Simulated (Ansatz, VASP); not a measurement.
## Al3GaN4: VASP beside Ansatz

```
Al Ga N
1.0
     5.04341    0.00000    0.00011
     0.00000    3.13007    0.00000
    -0.00324    0.00000    5.41799
Al Ga N
3 1 4
Direct
  0.50023 0.50000 0.16733
  0.00092 0.50000 0.83481
  0.00109 0.00000 0.33169
  0.45736 0.06777 0.66620
  0.11117 0.00000 0.66633
  0.12245 0.50000 0.16716
  0.62512 0.50000 0.84019
  0.62319 0.00000 0.32629
```

Change from the starting cell: all Ga atoms moved -0.300 Å, as atom 4 along Cartesian [1 -1 0].

Alike in both runs: task single point; functional PBEsol; k mesh 6 × 8 × 4; occupations gaussian, width 0.05 eV; no spin polarisation.

```csv
,VASP,Ansatz
version,VASP 6.6.1,Ansatz 0.2.0
potentials or method,"VASP PAW PBE potentials, release 64 (Al, Ga_d, N), cutoff 520 eV","scalar-relativistic, plane waves, PAW"
valence electrons in the cell,42,42
```

|  | VASP | Ansatz | Ansatz less VASP |
| --- | --- | --- | --- |
| gap on the k mesh at the Fermi level (eV) | 2.96 | 2.95 | -0.011 |
| least direct gap on the mesh (eV) | 2.96 | 2.95 | -0.011 |
| pressure (GPa) | 2.4 | 2.5 | +0.14 |
| traceless stress, the component that is largest in VASP (GPa) | 5.73 | 5.86 | +0.121 |
| rms of the force components (eV/Å) | 1.244 | 1.258 | +0.0142 |

VASP's potentials were made for PBE, not for PBEsol. Atom by atom the forces differ by 0.018 eV/Å (rms over components). With one functional, cell and mesh, what is left measures potentials, basis and numerics.
